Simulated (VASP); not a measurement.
# B in VASP: a series of runs

The runs below take B through single point, with r2SCAN.

All numbers are computed with VASP 6.6.1; they aren't measurements. Logs are shortened: lines on timing, memory, paths and dates and some standing lists are left out, and cuts for length are marked.

## Step 1: The cell of the first run

It takes space group P3_121 (No. 152, trigonal). Conventional cell: a = 2.629 Å, b = 2.629 Å, c = 3.356 Å, α = 90.00°, β = 90.00°, γ = 120.00°. B (site symmetry 2) has 6 B at 1.88 to 1.89 Å within 2.5 Å.

## Step 2: Single point, r2SCAN

POSCAR reads:

```
B
1.0
    2.6287101564      0.0000000000      0.0000000000
   -1.3143550782      2.2765297746      0.0000000000
    0.0000000000      0.0000000000      3.3562564568
B
3
Direct
    0.3346720868      0.0000000000      0.3333333333
    0.0000000000      0.3346720868      0.6666666667
    0.6653279132      0.6653279132      0.0000000000
```

INCAR.step1 reads:

```
SYSTEM = B
PREC = Accurate
ENCUT = 520
ISMEAR = 0
SIGMA = 0.1
LREAL = .False.
LASPH = .True.
NELM = 100
NBANDS = 12
GGA = PE
ALGO = Normal
EDIFF = 1E-4
LWAVE = .True.
LCHARG = .False.
```

INCAR.step2 reads:

```
SYSTEM = B
PREC = Accurate
ENCUT = 520
EDIFF = 1E-6
ISMEAR = 0
SIGMA = 0.1
LREAL = .False.
LASPH = .True.
NELM = 100
ALGO = Normal
ISIF = 2
LWAVE = .False.
LCHARG = .False.
METAGGA = R2SCAN
LMIXTAU = .True.
NBANDS = 12
ISTART = 1
```

KPOINTS reads:

```
regular mesh
0
Gamma
  9 9 6
  0 0 0
```

Potentials or basis: VASP PAW PBE potentials, release 64 (B).

Run with:

```console
cat potpaw_PBE.64/B/POTCAR > POTCAR
cp INCAR.step1 INCAR
mpirun -np 1 vasp_std > vasp.out
cp INCAR.step2 INCAR
mpirun -np 1 vasp_std > vasp.out
```

OUTCAR:

```text
SYSTEM = B
   PREC = Accurate
   ENCUT = 520
   EDIFF = 1E-6
   ISMEAR = 0
   LREAL = .False.
   LASPH = .True.
   NELM = 100
   ISIF = 2
   METAGGA = R2SCAN
   ISTART = 1

 ion  position               nearest neighbor table
   1  0.335  0.000  0.333-   3 1.88   3 1.88   2 1.88   2 1.88   3 1.89   2 1.89
   2  0.000  0.335  0.667-   3 1.88   3 1.88   1 1.88   1 1.88   3 1.89   1 1.89
   3  0.665  0.665  0.000-   1 1.88   1 1.88   2 1.88   2 1.88   2 1.89   1 1.89

  LATTYP: Found a hexagonal cell.
 ALAT       =     2.6287101564
 C/A-ratio  =     1.2767693116

  Lattice vectors:

 A1 = (   2.6287101564,   0.0000000000,   0.0000000000)
 A2 = (  -1.3143550782,   2.2765297746,   0.0000000000)
 A3 = (   0.0000000000,   0.0000000000,   3.3562564568)

Analysis of symmetry for initial positions (statically):
=====================================================================
 Subroutine PRICEL returns:
 Original cell was already a primitive cell.

 Routine SETGRP: Setting up the symmetry group for a
 hexagonal supercell.

 Subroutine GETGRP returns: Found  6 space group operations
 (whereof  2 operations were pure point group operations)
 out of a pool of 24 trial point group operations.

The static configuration has the point symmetry C_2 .
 The point group associated with its full space group is D_3 .

Analysis of symmetry for dynamics (positions and initial velocities):
=====================================================================
 Subroutine PRICEL returns:
 Original cell was already a primitive cell.

 Routine SETGRP: Setting up the symmetry group for a
 hexagonal supercell.

 Subroutine GETGRP returns: Found  6 space group operations
 (whereof  2 operations were pure point group operations)
 out of a pool of 24 trial point group operations.

The dynamic configuration has the point symmetry C_2 .
 The point group associated with its full space group is D_3 .

 Subroutine INISYM returns: Found  6 space group operations
 (whereof  2 operations are pure point group operations),
 and found     1 'primitive' translations

----------------------------------------------------------------------------------------

                                     Primitive cell

  volume of cell :      20.0850

  direct lattice vectors                    reciprocal lattice vectors
     2.628710156  0.000000000  0.000000000     0.380414706  0.219632533  0.000000000
    -1.314355078  2.276529775  0.000000000     0.000000000  0.439265065  0.000000000
     0.000000000  0.000000000  3.356256457     0.000000000  0.000000000  0.297951010
[... 92 lines left out ...]
   ISIF   =      2    stress and relaxation
   ISYM   =      2    0-nonsym 1-usesym 2-fastsym
   POTIM  = 0.5000    time-step for ionic-motion
   TEBEG  =    0.0;   TEEND  =   0.0 temperature during run
   PSTRESS=    0.0 pullay stress
   NELECT =       9.0000    total number of electrons
   NUPDOWN=      -1.0000    fix difference up-down
   EMIN   =  10.00;   EMAX   =-10.00  energy-range for DOS
   EFERMI =   0.00;   METHOD = LEGACY
   ISMEAR =     0;   SIGMA  =   0.10  broadening in eV -4-tet -1-fermi 0-gaus
   EFERMI_NEDOS =   21; number of points for ismear=-14 and -15
   IALGO  =     38    algorithm
   IMIX   =      4    mixing-type and parameters
     AMIX     =   0.40;   BMIX     =  1.00
     AMIX_MAG =   1.60;   BMIX_MAG =  1.00
  volume/ion in A,a.u.               =       6.69        45.18
  Fermi-wavevector in a.u.,A,eV,Ry     =   1.252752  2.367359 21.352831  1.569389
  Thomas-Fermi vector in A             =   2.386638
   LORBIT       =      0    0 simple, 1 ext, 2 COOP (PROOUT), +10 PAW based schemes
   METAGGA = R2SCAN    functional components
   LHFCALC =     F    Hartree Fock is set to
   AEXX    =    0.0000 exact exchange contribution
   IVDW    =     0    specifies the selected vdW correction
   LEPSILON=     F    determine dielectric tensor
   LRPA    =     F    only Hartree local field effects (RPA)
 non-spin polarized calculation
 Gauss-broadening in eV      SIGMA  =   0.10
  energy-cutoff  :      520.00
  volume of cell :       20.08
 maximum number of plane-waves:       561
   NGX =  9   NGY =  9   NGZ = 13

 number of electron       9.0000000 magnetization

 Free energy of the ion-electron system (eV)
  ---------------------------------------------------
  ext. energy  EPLUGINS =         0.00000000
  ---------------------------------------------------
  free energy    TOTEN  =       -18.41354136 eV

  energy without entropy =      -18.40852233  energy(sigma->0) =      -18.41103184

 E-fermi :   7.0214     XC(G=0): -13.2838

 val. band max:        7.0147579558   @ k =   0.3333   0.1111   0.5000
 cond. band min:       7.0507577602   @ k =   0.2222   0.2222   0.3333
 fundamental gap:      0.0359998044
 Fermi energy:         7.0214028570

 k-point     1 :       0.0000    0.0000    0.0000
  band No.  band energies     occupation
      1      -9.7834      2.00000
      2       1.3711      2.00000
      3       1.3711      2.00000
      4      11.4962      0.00000
      5      11.5525      0.00000
      6      11.5525      0.00000
      7      11.6092      0.00000
      8      21.6078      0.00000
      9      21.6078      0.00000
     10      22.0375      0.00000
     11      23.3659      0.00000
     12      23.3659      0.00000
[... 331 lines left out ...]
 k-point    24 :      -0.1111    0.3333    0.1667
  band No.  band energies     occupation
      1      -7.3167      2.00000
      2       0.0736      2.00000
      3       3.5234      2.00000
      4       5.4428      2.00000
      5       5.9951      2.00000
      6      12.1049      0.00000
      7      13.2037      0.00000
      8      17.9427      0.00000
      9      18.1897      0.00000
     10      19.2244      0.00000
     11      22.3632      0.00000
     12      26.5320      0.00000

 [... further k-points ...]
[... 5 lines left out ...]
  --------------------------------------------------------------------------------------
  -------------------------------------------------------------------------------------
  Total       -0.0241238     -0.0241238      0.0248656      0.0000000     -0.0000000      0.0000000
  in kB       -1.9243573     -1.9243573      1.9835299      0.0000000     -0.0000000      0.0000000
  external PRESSURE =      -0.6217282 kB  Pullay stress =       0.0000000 kB

 VOLUME and BASIS-vectors are now :
 -----------------------------------------------------------------------------
  energy-cutoff  :      520.00
  volume of cell :       20.08
      direct lattice vectors                 reciprocal lattice vectors
     2.628710156  0.000000000  0.000000000     0.380414706  0.219632533  0.000000000
    -1.314355078  2.276529775  0.000000000     0.000000000  0.439265065  0.000000000
     0.000000000  0.000000000  3.356256457     0.000000000  0.000000000  0.297951010

 POSITION                                       TOTAL-FORCE (eV/Angst)
 -----------------------------------------------------------------------------------
      0.87976      0.00000      1.11875        -0.001427     -0.000000     -0.000000
     -0.43988      0.76189      2.23750         0.000714     -0.001236      0.000000
      0.87448      1.51464      0.00000         0.000714      0.001236      0.000000
 -----------------------------------------------------------------------------------
    total drift:                               -0.000007     -0.000012     -0.000000

  FREE ENERGIE OF THE ION-ELECTRON SYSTEM (eV)
  ---------------------------------------------------
  free  energy   TOTEN  =       -18.4135413579 eV

  energy  without entropy=      -18.4085223256  energy(sigma->0) =      -18.41103184
```

OUTCAR.step1:

```text
SYSTEM = B
   PREC = Accurate
   ENCUT = 520
   ISMEAR = 0
   LREAL = .False.
   LASPH = .True.
[... 587 lines left out ...]
      0.87976      0.00000      1.11875        -0.003749     -0.000000     -0.000000
     -0.43988      0.76189      2.23750         0.001875     -0.003247      0.000000
      0.87448      1.51464      0.00000         0.001875      0.003247      0.000000
 -----------------------------------------------------------------------------------
    total drift:                               -0.000000     -0.000000      0.000000

  FREE ENERGIE OF THE ION-ELECTRON SYSTEM (eV)
  ---------------------------------------------------
  free  energy   TOTEN  =       -16.8385128584 eV

  energy  without entropy=      -16.8338706217  energy(sigma->0) =      -16.83619174
```

OSZICAR.step1:

```text
N       E                     dE             d eps       ncg     rms          rms(c)
DAV:   1     0.444912548793E+01    0.44491E+01   -0.40929E+03  1488   0.640E+02
DAV:   2    -0.164108583660E+02   -0.20860E+02   -0.19766E+02  1952   0.121E+02
DAV:   3    -0.168849701972E+02   -0.47411E+00   -0.47106E+00  1956   0.139E+01
DAV:   4    -0.168855665943E+02   -0.59640E-03   -0.59637E-03  1588   0.523E-01
DAV:   5    -0.168855671484E+02   -0.55410E-06   -0.55474E-06  1852   0.169E-02    0.282E+00
DAV:   6    -0.168516582881E+02    0.33909E-01   -0.96780E-03  1784   0.699E-01    0.173E+00
DAV:   7    -0.168384858172E+02    0.13172E-01   -0.16587E-02  1816   0.937E-01    0.826E-02
DAV:   8    -0.168385128584E+02   -0.27041E-04   -0.94840E-05  1348   0.755E-02
   1 F= -.16838513E+02 E0= -.16836192E+02  d E =-.464224E-02
```

Wall time 22 s (1 thread of Intel Xeon 6975P-C (Granite Rapids), shared host); peak memory 0.13 GiB.

What came out:

| Item | Value |
| --- | --- |
| Free energy | -18.4135 eV |
| Pressure | -0.1 GPa |

Stress tensor (GPa, compression positive):
```
-0.19  0.00  0.00
 0.00 -0.19  0.00
 0.00  0.00  0.20
```

Levels at points of the mesh, in eV from the Fermi level:
```
           k point  band 1  band 2  band 3  band 4  band 5  band 6  band 7  band 8  band 9  band 10
(0.00, 0.00, 0.00)  -16.80   -5.65   -5.65    4.47    4.53    4.53    4.59   14.59   14.59    15.02
(0.00, 0.00, 0.50)  -13.95  -13.95    2.96    4.23    4.23    8.41    8.46    8.46    8.51    15.28
```

Caveat: the PAW data sets were made with another functional, which shifts forces and pressure a little.

## Step 3: Single point, r2SCAN

This run uses another cell than the first one: it holds 1 atom, not 3.

POSCAR reads:

```
B
1.0
    1.8855951659      0.0000000000      0.0000000000
    0.0000000000      1.8855951659      0.0000000000
    0.0000000000      0.0000000000      1.8855951659
B
1
Direct
    0.0000000000      0.0000000000      0.0000000000
```

INCAR.step1, as its differences from that of step 2:

```diff
@@ -7,4 +7,4 @@
 LASPH = .True.
-NELM = 100
-NBANDS = 12
+NELM = 80
+NBANDS = 8
 GGA = PE
```

INCAR.step2 reads:

```
SYSTEM = B
PREC = Accurate
ENCUT = 520
EDIFF = 1E-6
ISMEAR = 0
SIGMA = 0.1
LREAL = .False.
LASPH = .True.
NELM = 80
ALGO = Normal
ISIF = 2
LWAVE = .False.
LCHARG = .True.
METAGGA = R2SCAN
LMIXTAU = .True.
LELF = .True.
LVHAR = .True.
NBANDS = 8
ISTART = 1
```

KPOINTS reads:

```
regular mesh
0
Gamma
  28 28 28
  0 0 0
```

Potentials or basis: VASP PAW PBE potentials, release 64 (B).

Run with:

```console
cat potpaw_PBE.64/B/POTCAR > POTCAR
cp INCAR.step1 INCAR
mpirun -np 1 vasp_std > vasp.out
cp INCAR.step2 INCAR
mpirun -np 1 vasp_std > vasp.out
```

Run time: 18 s. Hardware: 1 thread of Intel Xeon 6975P-C (Granite Rapids), shared host; peak memory 0.13 GiB.

It converged, with:

* Free energy: -6.1337 eV
* Pressure: 0.0 GPa

Levels at points of the mesh, in eV from the Fermi level:
```tsv
k point	band 1	band 2	band 3	band 4	band 5	band 6	band 7
(0.00, 0.00, 0.00)	-16.85	14.64	14.64	14.64	25.00	25.00	35.62
(0.50, 0.00, 0.00)	-8.68	-6.80	18.86	18.86	32.35	32.68	38.16
(0.50, 0.50, 0.00)	-2.07	-2.07	4.39	8.71	22.32	42.65	42.65
(0.50, 0.50, 0.50)	3.74	3.74	3.74	17.14	17.14	17.14	18.89
```

Caveat: the PAW data sets were made with another functional, which shifts forces and pressure a little.
